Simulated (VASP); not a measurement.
The system is BeS.

```
CELL_PARAMETERS angstrom
0.00000 2.39223 2.39223
2.39223 0.00000 2.39223
2.39223 2.39223 0.00000
ATOMIC_POSITIONS crystal
S 0.75000 0.75000 0.75000
Be 0.00000 0.00000 0.00000
```

Base run:

```yaml
Program: VASP 6.6.1
Functional: PBE0
Potentials_or_basis: VASP PAW PBE potentials, release 64 (S, Be)
Cutoff: 520 eV
k_mesh: 6 × 6 × 6
Occupations: fermi-dirac, width 0.05 eV
Spin: no spin polarisation
```

Its results: band gap on the k mesh 4.68 eV, indirect (least direct gap 7.60 eV); pressure 4.4 GPa.

**Question.** The run is repeated on the same cell with these changes: functional from PBE0 to HSE06. What comes out?

**Answer.** Band gap on the k mesh 3.95 eV, indirect (least direct gap 6.84 eV); pressure 4.4 GPa.

Caveats: the PAW data sets were made with another functional, which shifts forces and pressure a little.

A k mesh can miss the band edges.
